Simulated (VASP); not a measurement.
Write the native input for VASP 6.6.1 that does the following.

```yaml
Task: single point
Functional: PBE
Potentials_or_basis: VASP PAW PBE potentials, release 64 (Si, C)
Cutoff: 520 eV
k_mesh: 2 × 2 × 2, shifted
Occupations: fermi-dirac, width 0.01 eV
Spin: no spin polarisation
Dipole_correction: no
Further_INCAR_settings: LREAL = Auto; ALGO = Normal; EDIFF = 1e-06; NBANDS = 88
```

The structure of Si16C17 (a cell with a defect) lies in POSCAR:

```
Si16C17
1.0
    6.1879230300      0.0000000600      0.0000000000
   -3.0939615600      5.3588985100      0.0000000000
    0.0000000000      0.0000000000     10.1287833600
Si C
16 17
Direct
    0.3306871700      0.1633807300      0.9415710800
    0.1603922100      0.3385090000      0.4338222400
   -0.0051077800      0.0235595300      0.6759721400
   -0.0026092200      0.0032027000      0.1949474200
    0.3409311500      0.6650767600      0.9378437200
    0.1624159000      0.8373563400      0.4364154200
   -0.0033828700      0.5036548200      0.6791171600
    0.0000401300      0.4960147400      0.1916404100
    0.8306225100      0.1528783700      0.9367984700
    0.6606873700      0.3355857900      0.4367257900
    0.4915922700      0.0075847700      0.6879680600
    0.4957276900      0.0004720600      0.1870711100
    0.8329833400      0.6533917300      0.9847052900
    0.6602789700      0.8390810800      0.4371642500
    0.4784069600      0.5065943800      0.6780360300
    0.4906098000      0.4973326300      0.1958778200
    0.3246732300      0.1759378600      0.7505741500
    0.1610998400      0.3326587200      0.2540930000
   -0.0009840400      0.0103405000      0.4932122000
    0.0060338500      0.0055678000      0.0136383600
    0.3209992700      0.6729067600      0.7488325800
    0.1625505600      0.8334436500      0.2508981900
   -0.0039957800      0.5014643200      0.4954441000
    0.0065897300      0.4876765900      0.0075410700
    0.8271485800      0.1787076700      0.7482492900
    0.6624452500      0.3337639500      0.2513193000
    0.4941121100      0.0039400900      0.5016845100
    0.4987429500     -0.0023207000      0.0005041700
    0.8314004700      0.6791006600      0.7075851700
    0.6600387300      0.8356980400      0.2520196800
    0.4901691500      0.5014001400      0.4947050200
    0.4837839800      0.4865813900      0.0153108900
   -0.2308032100     -0.2757638600      0.8307659400
```

The input as run:

INCAR

```
PREC = Accurate
ENCUT = 520
EDIFF = 1E-6
ISMEAR = -1
SIGMA = 0.01
LREAL = Auto
LASPH = T
NELM = 120
ALGO = Normal
ISIF = 2
LWAVE = F
LCHARG = F
GGA = PE
NBANDS = 88
GGA_COMPAT = F
```

KPOINTS

```
Automatic mesh
0
Gamma
  2 2 2
  0.5 0.5 0.5
```

Potentials or basis: VASP PAW PBE potentials, release 64 (Si, C).

Run with:

```bash
$ cat potpaw_PBE.64/Si/POTCAR potpaw_PBE.64/C/POTCAR > POTCAR
$ mpirun -np 1 vasp_std > vasp.out
```

Results of the run:

* Pressure: 7.2 GPa
* Largest force: 0.445 eV/Å
* Band gap on the k mesh: 0.49 eV

Caveat: the k points lie up to 0.59 Å⁻¹ apart.

It took 17 min on 1 thread of Oxide Virtual Turin-like Processor, on a shared host, peak memory 0.49 GiB.
